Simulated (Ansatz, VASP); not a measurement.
# One calculation of NbBr3, two programs

File INCAR:

```
PREC     = Accurate       # precision mode
ENCUT    = 600            # plane-wave cutoff, eV
EDIFF    = 1E-6           # SCF threshold, eV
ISMEAR   = 0              # smearing method
SIGMA    = 0.1            # smearing width, eV
LREAL    = False          # projectors in reciprocal space
LASPH    = True           # aspherical terms in the spheres
NELM     = 150            # most SCF steps
ALGO     = Normal         # electronic algorithm
ISIF     = 3              # what is computed and relaxed
LWAVE    = False          # write WAVECAR
LCHARG   = False          # write CHGCAR
ISPIN    = 2              # spin polarisation
MAGMOM   = 1.98 -0.11 -0.11 0 # initial moments
LORBIT   = 11             # projections on sites
LMAXMIX  = 4              # l up to which the mixer works
GGA      = PE             # functional
IBRION   = 2              # ionic algorithm
NSW      = 90             # ionic steps
EDIFFG   = -0.04          # ionic threshold
```

Contents of KPOINTS:

```
Automatic mesh
0
Gamma
  4 4 4
```

The input POSCAR:

```
NbBr3
1.0
    0.0000000000      4.1366142900      4.1366142900
    4.1366142900      0.0000000000      4.1366142900
    4.1366142900      4.1366142900      0.0000000000
Nb Br
1 3
Direct
    0.5000000000      0.5000000000      0.5000000000
    0.2500000000      0.2500000000      0.2500000000
    0.7500000000      0.7500000000      0.7500000000
    0.0000000000      0.0000000000      0.0000000000
```

Input for Ansatz:

```yaml
crystal:
  lattice:
    - [0.0, 4.13661429, 4.13661429]
    - [4.13661429, 0.0, 4.13661429]
    - [4.13661429, 4.13661429, 0.0]
  atoms:
    - { symbol: Nb, position: [0.5, 0.5, 0.5] }
    - { symbol: Br, position: [0.25, 0.25, 0.25] }
    - { symbol: Br, position: [0.75, 0.75, 0.75] }
    - { symbol: Br, position: [0.0, 0.0, 0.0] }
basis:
  ecutwfc: 420
kpoints:
  mp_grid: { grid: [4, 4, 4] }
hamiltonian:
  xc: pbe
scf:
  occupations: { method: gaussian, width: 0.1 }
  lower_state_search: "off"
output:
  forces: true
  stress: true
  eigenvalues: true
  populations: true
magnetization:
  spin_polarized: true
relax:
  adjacent_minimum: "off"
  f_tol: 0.04
  max_steps: 70
  cell: { stress_tol: 0.4 }
```

Alike in both runs: task relaxation of cell and atoms; functional PBE; k mesh 4 × 4 × 4; occupations gaussian, width 0.1 eV; collinear spin.

```csv
,VASP,Ansatz
version,VASP 6.6.1,Ansatz 0.2.0
potentials or method,"VASP PAW PBE potentials, release 64 (Nb_sv, Br), cutoff 600 eV","scalar-relativistic, plane waves, PAW"
valence electrons in the cell,34,34
```

```tsv
	VASP	Ansatz	Ansatz less VASP
gap on the k mesh at the Fermi level, each at its own relaxed structure (eV)	none	none	-
net moment per atom (μB)	0.50	0.50	0.000
size of the moment on the site where the two differ most (μB)	1.69	1.80	+0.110
relaxed volume (Å³/atom)	22.58	22.64	+0.059
relaxed cell length with the largest relative difference (Å)	5.036	5.041	+0.0044
```

Site moments also hang on the region over which each program counts them. A gap of «none» marks a metal or a gap that the smearing closes. Ansatz's warnings: no starting moments.

Noted on VASP's run: the volume moved by over 15 % at a fixed basis, so the end points are rough.
